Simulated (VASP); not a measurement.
# As (R-3m) in VASP: a series of runs

Runs on As. Level: PBE. Tasks: single point.

All numbers are computed with VASP 6.6.1; they aren't measurements. Logs are shortened: lines on timing, memory, paths and dates and some standing lists are left out, and cuts for length are marked.

## 1. The cell of the first run

The structure is trigonal, space group R-3m (No. 166). Conventional cell: a = 3.756 Å, b = 3.756 Å, c = 10.678 Å, α = 90.00°, β = 90.00°, γ = 120.00°. Within 3.3 Å of As (site symmetry 3m) lie 6 As at 2.51 to 3.15 Å.

## 2. Single point, PBE (21.74 Å³/atom)

The input, INCAR:

```
SYSTEM = As
PREC = Accurate ; ENCUT = 520
EDIFF = 1E-6 ; ISMEAR = -1
SIGMA = 0.1 ; LREAL = .False.
LASPH = .True. ; NELM = 100
ALGO = Normal ; ISIF = 2
LWAVE = .False. ; LCHARG = .False.
GGA = PE ; NBANDS = 12
```

The input, KPOINTS:

```
regular mesh
0
Gamma
  16 16 16
  0 0 0
```

The input, POSCAR:

```
As
1.0
    1.8778833262      1.0841964439      3.5593963814
   -1.8778833262      1.0841964439      3.5593963814
    0.0000000000     -2.1683928877      3.5593963814
As
2
Direct
    0.7737100447      0.7737100447      0.7737100447
    0.2262899553      0.2262899553      0.2262899553
```

Potentials or basis: VASP PAW PBE potentials, release 64 (As).

On the command line:

```console
$ cat potpaw_PBE.64/As/POTCAR > POTCAR
$ mpirun -np 1 vasp_std > vasp.out
```

OUTCAR:

```text
SYSTEM = As
   PREC = Accurate
   ENCUT = 520
   EDIFF = 1E-6
   ISMEAR = -1
   LREAL = .False.
   LASPH = .True.
   NELM = 100
   ISIF = 2
   GGA = PE

 ion  position               nearest neighbor table
   1  0.774  0.774  0.774-   2 2.51   2 2.51   2 2.51
   2  0.226  0.226  0.226-   1 2.51   1 2.51   1 2.51

  LATTYP: Found a trigonal (rhomboedric) cell.
 ALAT       =     4.1678807943
 COS(alpha) =     0.5939900948

  Lattice vectors:

 A1 = (   1.8778833262,   1.0841964439,   3.5593963814)
 A2 = (  -1.8778833262,   1.0841964439,   3.5593963814)
 A3 = (   0.0000000000,  -2.1683928877,   3.5593963814)

Analysis of symmetry for initial positions (statically):
=====================================================================
 Subroutine PRICEL returns:
 Original cell was already a primitive cell.

 Routine SETGRP: Setting up the symmetry group for a
 trigonal (rhombohedral) supercell.

 Subroutine GETGRP returns: Found 12 space group operations
 (whereof 12 operations were pure point group operations)
 out of a pool of 12 trial point group operations.

The static configuration has the point symmetry D_3d.

Analysis of symmetry for dynamics (positions and initial velocities):
=====================================================================
 Subroutine PRICEL returns:
 Original cell was already a primitive cell.

 Routine SETGRP: Setting up the symmetry group for a
 trigonal (rhombohedral) supercell.

 Subroutine GETGRP returns: Found 12 space group operations
 (whereof 12 operations were pure point group operations)
 out of a pool of 12 trial point group operations.

The dynamic configuration has the point symmetry D_3d.

 Subroutine INISYM returns: Found 12 space group operations
 (whereof 12 operations are pure point group operations),
 and found     1 'primitive' translations

----------------------------------------------------------------------------------------

                                     Primitive cell

  volume of cell :      43.4815

  direct lattice vectors                    reciprocal lattice vectors
     1.877883326  1.084196444  3.559396381     0.266257223  0.153723680  0.093648838
    -1.877883326  1.084196444  3.559396381    -0.266257223  0.153723680  0.093648838
     0.000000000 -2.168392888  3.559396381     0.000000000 -0.307447359  0.093648838

  length of vectors
     4.167880794  4.167880794  4.167880794     0.321393813  0.321393813  0.321393813

  position of ions in fractional coordinates (direct lattice)
     0.773710045  0.773710045  0.773710045
     0.226289955  0.226289955  0.226289955

  ion indices of the primitive-cell ions
   primitive index   ion index
                 1           1
                 2           2

----------------------------------------------------------------------------------------

 KPOINTS: regular mesh

Automatic generation of k-mesh.
 Grid dimensions read from file:
 generate k-points for:   16   16   16

 Generating k-lattice:

  Cartesian coordinates                     Fractional coordinates (reciprocal lattice)
     0.016641076  0.009607730  0.005853052     0.062500000 -0.000000000  0.000000000
    -0.016641076  0.009607730  0.005853052    -0.000000000  0.062500000  0.000000000
     0.000000000 -0.019215460  0.005853052     0.000000000  0.000000000  0.062500000

  Length of vectors
     0.020087113  0.020087113  0.020087113

  Shift w.r.t. Gamma in fractional coordinates (k-lattice)
     0.000000000  0.000000000  0.000000000

 Subroutine IBZKPT returns following result:
 ===========================================

 Found    417 irreducible k-points:

 Following reciprocal coordinates:
            Coordinates               Weight
  0.000000  0.000000  0.000000      1.000000
  0.062500  0.000000  0.000000      6.000000
  0.125000  0.000000  0.000000      6.000000
  0.187500  0.000000  0.000000      6.000000
  0.250000  0.000000  0.000000      6.000000
  0.312500  0.000000  0.000000      6.000000
[... 16 lines left out ...]
 -0.125000  0.062500 -0.000000     12.000000
 -0.062500  0.062500  0.000000      6.000000
 [... further k-points ...]
   k-points           NKPTS =    417   k-points in BZ     NKDIM =    417   number of bands    NBANDS=     12
   number of dos      NEDOS =    301   number of ions     NIONS =      2
   total plane-waves  NPLWV =  32768
   dimension x,y,z NGX =    32 NGY =   32 NGZ =   32
   dimension x,y,z NGXF=    64 NGYF=   64 NGZF=   64
   ions per type =               2
   NGX,Y,Z   is equivalent  to a cutoff of  12.76, 12.76, 12.76 a.u.
   NGXF,Y,Z  is equivalent  to a cutoff of  25.53, 25.53, 25.53 a.u.
 SYSTEM =  As
   PREC   = accura    normal or accurate (medium, high low for compatibility)
   ISTART =      0    job   : 0-new  1-cont  2-samecut
   ICHARG =      2    charge: 1-file 2-atom 10-const
   ISPIN  =      1    spin polarized calculation?
   LNONCOLLINEAR =      F non collinear calculations
   LSORBIT =      F    spin-orbit coupling
   LASPH  =      T    aspherical Exc in radial PAW
   ENCUT  =  520.0 eV  38.22 Ry    6.18 a.u.   7.75  7.75  7.75*2*pi/ulx,y,z
   NELM   =    100;   NELMIN=  2; NELMDL= -5     # of ELM steps
   EDIFF  = 0.1E-05   stopping-criterion for ELM
   LREAL  =      F    real-space projection
   EDIFFG = 0.1E-04   stopping-criterion for IOM
   NSW    =      0    number of steps for IOM
   IBRION =     -1    ionic relax: 0-MD 1-quasi-New 2-CG
   NFREE  =      0    steps in history (QN), initial steepest desc. (CG)
   ISIF   =      2    stress and relaxation
   ISYM   =      2    0-nonsym 1-usesym 2-fastsym
   POTIM  = 0.5000    time-step for ionic-motion
   TEBEG  =    0.0;   TEEND  =   0.0 temperature during run
   PSTRESS=    0.0 pullay stress
   NELECT =      10.0000    total number of electrons
   NUPDOWN=      -1.0000    fix difference up-down
   EMIN   =  10.00;   EMAX   =-10.00  energy-range for DOS
   EFERMI =   0.00;   METHOD = LEGACY
   ISMEAR =    -1;   SIGMA  =   0.10  broadening in eV -4-tet -1-fermi 0-gaus
   EFERMI_NEDOS =   21; number of points for ismear=-14 and -15
   IALGO  =     38    algorithm
   IMIX   =      4    mixing-type and parameters
     AMIX     =   0.40;   BMIX     =  1.00
     AMIX_MAG =   1.60;   BMIX_MAG =  1.00
  volume/ion in A,a.u.               =      21.74       146.71
  Fermi-wavevector in a.u.,A,eV,Ry     =   1.003013  1.895421 13.687951  1.006036
  Thomas-Fermi vector in A             =   2.135538
   LORBIT       =      0    0 simple, 1 ext, 2 COOP (PROOUT), +10 PAW based schemes
   GGA     = PE    functional components
   LHFCALC =     F    Hartree Fock is set to
   AEXX    =    0.0000 exact exchange contribution
   IVDW    =     0    specifies the selected vdW correction
   LEPSILON=     F    determine dielectric tensor
   LRPA    =     F    only Hartree local field effects (RPA)
 non-spin polarized calculation
  energy-cutoff  :      520.00
  volume of cell :       43.48
 maximum number of plane-waves:      1187
   NGX = 15   NGY = 15   NGZ = 15

 number of electron      10.0000000 magnetization

 number of electron       9.9999999 magnetization

 Free energy of the ion-electron system (eV)
  ---------------------------------------------------
  ext. energy  EPLUGINS =         0.00000000
  ---------------------------------------------------
  free energy    TOTEN  =        -9.32539889 eV

  energy without entropy =       -9.31607385  energy(sigma->0) =       -9.32073637

 E-fermi :   5.4873     XC(G=0):  -9.9202

 val. band max:        5.4778583130   @ k =   0.4375   0.3125   0.3125
 cond. band min:       5.5352096199   @ k =  -0.4375   0.5000   0.4375
 fundamental gap:      0.0573513069
 Fermi energy:         5.4872795122

 k-point     1 :       0.0000    0.0000    0.0000
  band No.  band energies     occupation
      1      -9.6280      2.00000
      2      -0.5279      2.00000
      3       2.7898      2.00000
      4       3.4115      2.00000
      5       3.4115      2.00000
      6       6.9880      0.00000
      7       8.2496      0.00000
      8       8.2496      0.00000
      9      12.3082      0.00000
     10      12.3082      0.00000
     11      12.7414      0.00000
     12      14.1637      0.00000

 k-point     2 :       0.0625    0.0000    0.0000
  band No.  band energies     occupation
      1      -9.5757      2.00000
      2      -0.7028      2.00000
      3       2.8296      2.00000
      4       3.3362      2.00000
      5       3.3672      2.00000
      6       7.1300      0.00000
      7       8.1293      0.00000
      8       8.2202      0.00000
      9      11.8743      0.00000
     10      12.2134      0.00000
     11      12.3681      0.00000
     12      14.5470      0.00000

 k-point     3 :       0.1250    0.0000    0.0000
  band No.  band energies     occupation
      1      -9.4194      2.00000
      2      -1.1882      2.00000
      3       2.8099      2.00000
      4       3.2480      2.00000
      5       3.3185      2.00000
      6       7.2806      0.00000
      7       7.9151      0.00000
      8       8.1030      0.00000
      9      11.2430      0.00000
     10      11.9666      0.00000
     11      12.1995      0.00000
     12      15.3705      0.00000
[... 286 lines left out ...]
 k-point    23 :      -0.1250    0.0625   -0.0000
  band No.  band energies     occupation
      1      -9.2856      2.00000
      2      -1.5015      2.00000
      3       2.7238      2.00000
      4       3.0904      2.00000
      5       3.3350      2.00000
      6       7.2503      0.00000
      7       7.5954      0.00000
      8       8.2065      0.00000
      9      10.9199      0.00000
     10      11.8457      0.00000
     11      12.7589      0.00000
     12      14.9384      0.00000

 k-point    24 :      -0.0625    0.0625    0.0000
  band No.  band energies     occupation
      1      -9.4823      2.00000
      2      -0.9576      2.00000
      3       2.8198      2.00000
      4       3.2396      2.00000
      5       3.2832      2.00000
      6       7.3504      0.00000
      7       7.7741      0.00000
      8       8.3111      0.00000
      9      11.3558      0.00000
     10      11.8435      0.00000
     11      12.6196      0.00000
     12      14.4066      0.00000

 [... further k-points ...]

------------------------ aborting loop because EDIFF is reached ----------------------------------------

  FORCE on cell =-STRESS in cart. coord.  units (eV):
  Direction    XX          YY          ZZ          XY          YZ          ZX
  --------------------------------------------------------------------------------------
  -------------------------------------------------------------------------------------
  Total        1.0175331      1.0175331      0.7355936      0.0000000      0.0000000      0.0000000
  in kB       37.4934085     37.4934085     27.1046815      0.0000000      0.0000000      0.0000000
  external PRESSURE =      34.0304995 kB  Pullay stress =       0.0000000 kB

 VOLUME and BASIS-vectors are now :
 -----------------------------------------------------------------------------
  energy-cutoff  :      520.00
  volume of cell :       43.48
      direct lattice vectors                 reciprocal lattice vectors
     1.877883326  1.084196444  3.559396381     0.266257223  0.153723680  0.093648838
    -1.877883326  1.084196444  3.559396381    -0.266257223  0.153723680  0.093648838
     0.000000000 -2.168392888  3.559396381     0.000000000 -0.307447359  0.093648838

 POSITION                                       TOTAL-FORCE (eV/Angst)
 -----------------------------------------------------------------------------------
      0.00000      0.00000      8.26182         0.000000     -0.000000     -0.319586
      0.00000      0.00000      2.41637         0.000000      0.000000      0.319586
 -----------------------------------------------------------------------------------
    total drift:                                0.000000     -0.000000      0.000000

  FREE ENERGIE OF THE ION-ELECTRON SYSTEM (eV)
  ---------------------------------------------------
  free  energy   TOTEN  =        -9.3253988864 eV

  energy  without entropy=       -9.3160738470  energy(sigma->0) =       -9.32073637
```

Wall time 83 s (1 thread of Intel Xeon Platinum 8259CL at 2.50GHz (Skylake/Cascade Lake), shared host); peak memory 0.31 GiB.

What came out:

| Quantity | Value |
| --- | --- |
| Free energy | -9.3254 eV |
| Pressure | 3.4 GPa |
| Largest force | 0.320 eV/Å |
| Band gap on the k mesh | zero (bands 5 and 6 overlap by 0.61 eV) |

Forces on the atoms (eV/Å):
```
As   0.000  0.000 -0.320
As   0.000  0.000  0.320
```

Stress tensor (GPa, compression positive):
```
3.75 0.00 0.00
0.00 3.75 0.00
0.00 0.00 2.71
```

Levels at points of the mesh, in eV from the Fermi level:
| k point | band 1 | band 2 | band 3 | band 4 | band 5 | band 6 | band 7 | band 8 | band 9 | band 10 |
| --- | --- | --- | --- | --- | --- | --- | --- | --- | --- | --- |
| (0.00, 0.00, 0.00) | -15.12 | -6.02 | -2.70 | -2.08 | -2.08 | 1.50 | 2.76 | 2.76 | 6.82 | 6.82 |
| (0.50, 0.00, 0.00) | -12.41 | -11.16 | -2.99 | -2.95 | -0.53 | -0.42 | 0.20 | 1.32 | 8.74 | 8.75 |
| (0.50, 0.50, 0.00) | -12.38 | -9.85 | -6.03 | -4.31 | -4.16 | 1.36 | 5.24 | 6.72 | 6.99 | 10.41 |
| (0.50, 0.50, 0.50) | -13.91 | -10.07 | -1.83 | -1.83 | -0.65 | 0.74 | 0.74 | 1.75 | 7.83 | 10.20 |

Caveat: the cell stands under pressure.

## 3. Single point, PBE

This run uses another cell than the first one, of 22.65 Å³/atom.

The input, INCAR:

```
SYSTEM = As
PREC = Accurate ; ENCUT = 520
EDIFF = 1E-6 ; ISMEAR = -1
SIGMA = 0.1 ; LREAL = .FALSE.
LASPH = .TRUE. ; NELM = 100
ALGO = Normal ; ISIF = 2
LWAVE = .FALSE. ; LCHARG = .TRUE.
GGA = PE ; LELF = .TRUE.
LVHAR = .TRUE. ; NBANDS = 12
```

The input, KPOINTS:

```
Automatic mesh
0
G
  16 16 16
  0 0 0
```

The input, POSCAR:

```
As
1.0
    1.9036109523      1.0990502958      3.6081612956
   -1.9036109523      1.0990502958      3.6081612956
    0.0000000000     -2.1981005915      3.6081612956
As
2
Direct
    0.7737100447      0.7737100447      0.7737100447
    0.2262899553      0.2262899553      0.2262899553
```

Potentials or basis: VASP PAW PBE potentials, release 64 (As).

On the command line:

```console
$ cat potpaw_PBE.64/As/POTCAR > POTCAR
$ mpirun -np 1 vasp_std > vasp.out
```

Wall time 88 s (1 thread of Intel Xeon Platinum 8259CL at 2.50GHz (Skylake/Cascade Lake), shared host); peak memory 0.32 GiB.

The run converged. Its results:

* Free energy: -9.3457 eV
* Pressure: 0.3 GPa
* Largest force: 0.034 eV/Å
* Band gap on the k mesh: zero (bands 5 and 6 overlap by 0.53 eV)

Forces in eV/Å, atoms in the order of the input:
```
As   0.000  0.000 -0.034
As   0.000  0.000  0.034
```

Levels at points of the mesh, in eV from the Fermi level:
| k point | band 3 | band 4 | band 5 | band 6 | band 7 | band 8 |
| --- | --- | --- | --- | --- | --- | --- |
| (0.00, 0.00, 0.00) | -2.54 | -1.97 | -1.97 | 1.52 | 2.71 | 2.71 |
| (0.50, 0.00, 0.00) | -2.86 | -2.80 | -0.55 | -0.39 | 0.30 | 1.36 |
| (0.50, 0.50, 0.00) | -5.79 | -4.08 | -3.95 | 1.51 | 5.03 | 6.54 |
| (0.50, 0.50, 0.50) | -1.72 | -1.72 | -0.72 | 0.79 | 0.79 | 1.62 |

[end of part 1 of 2]

The gap in the log of VASP goes by the Fermi energy; the results here count the filled bands.